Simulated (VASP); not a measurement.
Set up this calculation in VASP 6.6.1, as the native input.

- Task: single point
- Functional: PBEsol
- Potentials or basis: VASP PAW PBE potentials, release 64 (Mo_sv, Si)
- Cutoff: 520 eV
- k mesh: 6 × 6 × 6
- Occupations: fermi-dirac, width 0.05 eV
- Spin: no spin polarisation
- Dipole correction: no
- Further INCAR settings: ALGO = Fast; EDIFF = 1e-07; NBANDS = 56

The structure of SiMo3 lies in POSCAR:

```
SiMo3
1.0
    4.8890000000      0.0000000000      0.0000000000
    0.0000000000      4.8890000000      0.0000000000
    0.0000000000      0.0000000000      4.8890000000
Mo Si
6 2
Direct
    0.0000000000      0.5000000000      0.2500000000
    0.0000000000      0.5000000000      0.7500000000
    0.5000000000      0.2500000000      0.0000000000
    0.7500000000      0.0000000000      0.5000000000
    0.5000000000      0.7500000000      0.0000000000
    0.2500000000      0.0000000000      0.5000000000
    0.5000000000      0.5000000000      0.5000000000
    0.0000000000      0.0000000000      0.0000000000
```

One way to write it, as run:

INCAR

```
SYSTEM = SiMo3
ALGO = Fast
EDIFF = 1E-7
ENCUT = 520
GGA = PS
ISIF = 2
ISMEAR = -1
LASPH = .TRUE.
LCHARG = .FALSE.
LREAL = .FALSE.
LWAVE = .FALSE.
NBANDS = 56
NELM = 60
PREC = Accurate
SIGMA = 0.05
```

KPOINTS

```
k-points
0
G
  6 6 6
  0 0 0
```

Potentials or basis: VASP PAW PBE potentials, release 64 (Mo_sv, Si).

Run with:

```sh
$ cat potpaw_PBE.64/Mo_sv/POTCAR potpaw_PBE.64/Si/POTCAR > POTCAR
$ mpirun -np 1 vasp_std > vasp.out
```

It gave:

```
Pressure               : -3.8 GPa
Band gap on the k mesh : zero (band 46 reaches 13.90 eV, above the bottom of band 47 at 11.45 eV)
```

Caveat: the PAW data sets were made with another functional, which shifts forces and pressure a little.

Wall time 100 s on 1 thread of Intel(R) Xeon(R) Platinum 8488C (Sapphire Rapids) (shared host), peak memory 0.25 GiB.
